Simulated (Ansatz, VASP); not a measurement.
**Au: VASP beside Ansatz**

Contents of POSCAR:

```
Au
1.0
    4.7692616057      0.0000000000      0.0000000000
   -2.3846308029      4.1303017079      0.0000000000
    0.0000000000      0.0000000000      2.7363620981
Au
3
Direct
    0.0000000000      0.0000000000      0.0000000000
    0.3333333333      0.6666666667      0.5000000000
    0.6666666667      0.3333333333      0.5000000000
```

INCAR.step1

```
SYSTEM = Au
PREC = Accurate
ENCUT = 600
ISMEAR = 0
SIGMA = 0.1
LREAL = .False.
LASPH = .True.
NELM = 100
GGA = PE
ALGO = Normal
EDIFF = 1E-4
LWAVE = .True.
LCHARG = .False.
KPAR = 4
```

File INCAR.step2:

```
SYSTEM = Au
PREC = Accurate
ENCUT = 600
EDIFF = 1E-7
ISMEAR = 0
SIGMA = 0.1
LREAL = .False.
LASPH = .True.
NELM = 100
ALGO = Normal
ISIF = 3
LWAVE = .False.
LCHARG = .False.
METAGGA = R2SCAN
LMIXTAU = .True.
IBRION = 2
NSW = 100
EDIFFG = -0.01
ISTART = 1
KPAR = 4
```

File KPOINTS:

```
Automatic mesh
0
Gamma
  12 12 16
  0 0 0
```

Input for Ansatz:

```yaml
crystal:
  lattice:
    - [4.7692616057, 0.0, 0.0]
    - [-2.3846308029, 4.1303017079, 0.0]
    - [0.0, 0.0, 2.7363620981]
  atoms:
    - { symbol: Au, position: [0.0, 0.0, 0.0] }
    - { symbol: Au, position: [0.3333333333, 0.6666666667, 0.5] }
    - { symbol: Au, position: [0.6666666667, 0.3333333333, 0.5] }
basis:
  ecutwfc: 500
kpoints:
  mp_grid: { grid: [12, 12, 16] }
hamiltonian:
  xc: r2scan
scf:
  occupations: { method: gaussian, width: 0.1 }
output:
  forces: true
  stress: true
  eigenvalues: true
relax:
  adjacent_minimum: "off"
  f_tol: 0.01
  max_steps: 80
  cell: { stress_tol: 0.05 }
```

Alike in both runs: task relaxation of cell and atoms; functional r2SCAN; k mesh 12 × 12 × 16; occupations gaussian, width 0.1 eV; no spin polarisation.

|  | VASP | Ansatz |
| --- | --- | --- |
| version | VASP 6.6.1 | Ansatz 0.2.0 |
| potentials or method | VASP PAW PBE potentials, release 64 (Au), cutoff 600 eV | scalar-relativistic, plane waves, PAW |
| valence electrons in the cell | 33 | 57 |

|  | VASP | Ansatz | Ansatz less VASP |
| --- | --- | --- | --- |
| gap on the k mesh at the Fermi level, each at its own relaxed structure (eV) | none | none | - |
| relaxed volume (Å³/atom) | 17.95 | 17.91 | -0.040 |
| relaxed length of the cell vector where the two differ most in proportion (Å) | 2.791 | 2.788 | -0.0029 |

VASP's potentials were made for PBE, not for r2SCAN. A gap of «none» marks a metal or a gap that the smearing closes. VASP's potentials hold 33 valence electrons a cell and Ansatz's 57, so a difference there can come from the potentials and not from the codes.

Spin-orbit coupling is off throughout.
